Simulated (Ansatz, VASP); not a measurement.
# One calculation of HfTi2Ge3, two programs

```xyz
6
Lattice="4.7900 0.0000 0.0000 -2.3950 4.1482 0.0000 0.0000 0.0000 9.7144" Properties=species:S:1:pos:R:3 pbc="T T T"
Hf    0.0000    0.0000    4.8572
Ti    0.0000    0.0000    7.2617
Ti    0.0000    0.0000    2.4527
Ge    0.0000    2.7655    4.8572
Ge    2.3950    1.3827    4.8572
Ge    0.0000    0.0000    0.0000
```

Alike in both runs: functional PBE; k mesh 5 × 5 × 2; occupations gaussian, width 0.2 eV; no spin polarisation.

Ansatz relaxed the structure, and its values are those at the end. VASP's run is a single point on that final structure, the one shown.

|  | VASP | Ansatz |
| --- | --- | --- |
| version | VASP 6.6.1 | Ansatz 0.2.0 |
| potentials or method | VASP PAW PBE potentials, release 64 (Hf_pv, Ti_sv, Ge_d), cutoff 500 eV | scalar-relativistic, plane waves, PAW |
| valence electrons in the cell | 76 | 92 |

Ansatz gave:

| Quantity | Value |
| --- | --- |
| gap on the k mesh at the Fermi level (eV) | none |
| pressure (GPa) | 0.2 |
| rms of the force components (eV/Å) | 0.000 |

Q: Which values does VASP return?

A: gap on the k mesh at the Fermi level (eV): none; pressure (GPa): 0.2; rms of the force components (eV/Å): 0.007.

A gap of «none» marks a metal or a gap that the smearing closes. With one functional, cell and mesh, what is left measures potentials, basis and numerics. VASP's potentials hold 76 valence electrons a cell and Ansatz's 92, so a difference there can come from the potentials and not from the codes.

Spin-orbit coupling is off throughout.
